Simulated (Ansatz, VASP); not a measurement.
**Cu: VASP beside Ansatz**

File POSCAR:

```
Cu
1.0
    2.4823658959      0.0000000000      0.0000000000
   -1.2411829479      2.1497919273      0.0000000000
    0.0000000000      0.0000000000      4.0286174227
Cu
2
Direct
    0.6666666667      0.3333333333      0.7500000000
    0.3333333333      0.6666666667      0.2500000000
```

The input INCAR.step1:

```
SYSTEM = Cu
PREC = Accurate
ENCUT = 770
ISMEAR = -1
SIGMA = 0.05
LREAL = .FALSE.
LASPH = .TRUE.
NELM = 120
NBANDS = 26
GGA = PE
ALGO = Normal
EDIFF = 1E-5
LWAVE = .TRUE.
LCHARG = .FALSE.
GGA_COMPAT = .FALSE.
```

Contents of INCAR.step2:

```
SYSTEM = Cu
PREC = Accurate
ENCUT = 770
EDIFF = 1E-6
ISMEAR = -1
SIGMA = 0.05
LREAL = .FALSE.
LASPH = .TRUE.
NELM = 120
ALGO = Normal
ISIF = 2
LWAVE = .FALSE.
LCHARG = .TRUE.
METAGGA = R2SCAN
LMIXTAU = .TRUE.
LELF = .TRUE.
LVHAR = .TRUE.
NBANDS = 26
ISTART = 1
GGA_COMPAT = .FALSE.
```

Contents of KPOINTS:

```
regular mesh
0
G
  12 12 7
  0 0 0
```

File input.yaml:

```yaml
crystal:
  lattice:
    - [2.4823658959, 0.0, 0.0]
    - [-1.2411829479, 2.1497919273, 0.0]
    - [0.0, 0.0, 4.0286174227]
  atoms:
    - { symbol: Cu, position: [0.6666666667, 0.3333333333, 0.75] }
    - { symbol: Cu, position: [0.3333333333, 0.6666666667, 0.25] }
hamiltonian:
  xc: r2scan
  pseudopotentials: { kind: paw }
kpoints:
  mp_grid: { grid: [12, 12, 7] }
scf:
  occupations: { method: fermi_dirac, width: 0.05 }
output:
  forces: true
  stress: true
  eigenvalues: true
```

Alike in both runs: task single point; functional r2SCAN; k mesh 12 × 12 × 7; occupations fermi-dirac, width 0.05 eV; no spin polarisation.

|  | VASP | Ansatz |
| --- | --- | --- |
| version | VASP 6.6.1 | Ansatz 0.2.0 |
| potentials or method | VASP PAW PBE potentials, release 64 (Cu_sv_GW) | Ansatz PAW |
| plane-wave cutoff (eV) | 770 | 500 |
| valence electrons in the cell | 38 | 38 |

```tsv
	VASP	Ansatz	Ansatz less VASP
gap on the k mesh at the Fermi level (eV)	none	none	-
pressure (GPa)	7.9	12.2	+4.24
traceless stress, the component that is largest in VASP (GPa)	0.25	0.46	+0.206
```

VASP's potentials were made for PBE, not for r2SCAN. A gap of «none» marks a metal or a gap that the smearing closes. One of these differences is far larger than is usual between the two programs; its cause wasn't traced.
